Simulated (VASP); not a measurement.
# HfN (zincblende type): relaxation of cell and atoms with PBE

Crystal: HfN (zincblende type).

```xyz
2
Lattice="0.0000 2.3811 2.3811 2.3811 0.0000 2.3811 2.3811 2.3811 0.0000" Properties=species:S:1:pos:R:3 pbc="T T T"
Hf    0.0000    0.0000    0.0000
N     1.1905    1.1905    1.1905
```

| Quantity | Value |
| --- | --- |
| Program | VASP 6.6.1 |
| Task | relaxation of cell and atoms |
| Functional | PBE |
| Potentials or basis | VASP PAW PBE potentials, release 64 (Hf_pv, N) |
| Cutoff | 600 eV |
| k mesh | 14 × 14 × 14 |
| Occupations | fermi-dirac, width 0.08 eV |
| Spin | no spin polarisation |
| Target pressure | 22 GPa |
| Dipole correction | no |
| Further INCAR settings | ALGO = Normal; EDIFF = 1e-06; IBRION = 2; EDIFFG = -0.005; NSW = 32; ISIF = 3 |

| Property | Result |
| --- | --- |
| Relaxed volume | 13.45 Å³/atom |
| Relaxed cell | a = 3.364 Å, b = 3.364 Å, c = 3.364 Å, α = 60.00°, β = 60.00°, γ = 60.00° |
| Space group after relaxing (to 0.1 Å) | F-43m (No. 216) |
| Energy change on relaxing (the run minimises the enthalpy) | +6.1 meV/atom |
| Ionic steps | 3 |
| Pressure after relaxing | 22.0 GPa |
| Band gap on the k mesh | zero (an odd number of electrons rules out a gap without spin polarisation) |

Step by step:
```tsv
step	energy change (eV)	largest force (eV/Å)	pressure (GPa)	volume (Å³)
1	0.0000	0.0000	21.08	27.00
2	0.0427	0.0000	24.26	26.70
3	0.0121	0.0000	22.01	26.91
```

Final structure:
```xyz
2
Lattice="0.0000 2.3784 2.3784 2.3784 0.0000 2.3784 2.3784 2.3784 0.0000" Properties=species:S:1:pos:R:3 pbc="T T T"
Hf    0.0000    0.0000    0.0000
N     1.1892    1.1892    1.1892
```

Levels at points of the mesh, in eV from the Fermi level:
| k point | band 3 | band 4 | band 5 | band 6 | band 7 | band 8 | band 9 | band 10 | band 11 |
| --- | --- | --- | --- | --- | --- | --- | --- | --- | --- |
| (0.00, 0.00, 0.00) | -30.82 | -16.69 | -5.95 | -5.95 | -5.95 | -0.54 | 2.43 | 2.43 | 7.16 |
| (0.50, 0.00, 0.00) | -30.91 | -15.40 | -5.93 | -5.28 | -5.28 | 1.66 | 3.01 | 3.01 | 4.58 |
| (0.50, 0.50, 0.00) | -31.05 | -14.95 | -7.47 | -3.75 | -3.75 | -1.22 | 2.43 | 4.51 | 5.18 |

Wall time 2.3 min on 1 thread of Intel Xeon 8259CL (shared host), peak memory 0.19 GiB.

Caveat: the cell is relaxed towards a set pressure, so the run minimises the enthalpy, not the energy; spin-orbit coupling is left out, which moves the levels of the heavy elements.
